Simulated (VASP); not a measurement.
Here is a VASP 6.6.1 calculation.

Contents of INCAR:

```
SYSTEM = ZnO
PREC = Accurate
ENCUT = 520
EDIFF = 1E-6
ISMEAR = 0
SIGMA = 0.01
LREAL = .False.
LASPH = .True.
NELM = 60
ALGO = Normal
ISIF = 2
LWAVE = .False.
LCHARG = .False.
NBANDS = 26
```

KPOINTS

```
Automatic mesh
0
Gamma
  8 8 4
  0 0 0
```

File POSCAR:

```
ZnO
1.0
    3.1618164783      0.0000000000      0.0000000000
   -1.5809082391      2.7382133923      0.0000000000
    0.0000000000      0.0000000000      5.1129051037
Zn O
2 2
Direct
    0.3333333333      0.6666666667      0.5003517218
    0.6666666667      0.3333333333      0.0003517218
    0.6666666667      0.3333333333      0.3786582782
    0.3333333333      0.6666666667      0.8786582782
```

Potentials or basis: VASP PAW LDA potentials, release 64 (Zn, O).

Command:

```bash
$ cat potpaw_LDA.64/Zn/POTCAR potpaw_LDA.64/O/POTCAR > POTCAR
$ mpirun -np 1 vasp_std > vasp.out
```

Q: Estimate the pressure.

A: 5.4 GPa.

Q: Predict the band gap on the k mesh.

A: 0.85 eV.

Caveat: the cell stands under pressure.
